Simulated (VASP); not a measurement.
HgTe: single point with r2SCAN

HgTe:

```xyz
2
Lattice="-3.0456 3.0456 1.5594 3.0456 -3.0456 1.5594 3.0456 3.0456 -1.5594" Properties=species:S:1:pos:R:3 pbc="T T T"
Hg    3.0456    0.0000    0.7797
Te    0.0000    0.0000    0.0000
```

| Item | Value |
| --- | --- |
| Program | VASP 6.6.1 |
| Task | single point |
| Functional | r2SCAN |
| Potentials or basis | VASP PAW PBE potentials, release 64 (Hg, Te) |
| Cutoff | 520 eV |
| k mesh | 18 × 18 × 18 |
| Occupations | gaussian, width 0.15 eV |
| Spin | no spin polarisation |

```yaml
Pressure: -1.1 GPa
Band_gap_on_the_k_mesh: zero (bands 9 and 10 overlap by 4.01 eV)
```

Stress tensor (GPa, compression positive):
```
-1.33  0.00  0.00
 0.00 -1.33  0.00
 0.00  0.00 -0.76
```

Levels at points of the mesh, in eV from the Fermi level:
| k point | band 5 | band 6 | band 7 | band 8 | band 9 | band 10 | band 11 | band 12 | band 13 | band 14 |
| --- | --- | --- | --- | --- | --- | --- | --- | --- | --- | --- |
| (0.00, 0.00, 0.00) | -6.67 | -6.67 | -3.54 | -2.73 | -2.73 | 3.49 | 4.84 | 7.22 | 7.22 | 9.37 |
| (0.50, 0.00, 0.00) | -6.88 | -6.64 | -4.96 | -2.21 | -1.35 | -0.11 | 3.31 | 4.00 | 6.12 | 8.45 |
| (0.50, 0.50, 0.00) | -6.65 | -6.62 | -6.47 | -1.17 | 1.42 | 2.20 | 2.90 | 3.55 | 9.08 | 10.87 |
| (0.50, 0.50, 0.50) | -6.64 | -6.57 | -4.62 | -4.62 | -4.58 | 3.15 | 7.57 | 8.45 | 8.45 | 12.14 |

Run time: 4 min on 1 × NVIDIA H100 80GB with 1 thread of AMD EPYC 7R13 Processor (Zen 3), on a shared host, peak memory 1.6 GiB.

Caveat: the PAW data sets were made with another functional, which shifts forces and pressure a little; spin-orbit coupling is left out, which moves the levels of the heavy elements.
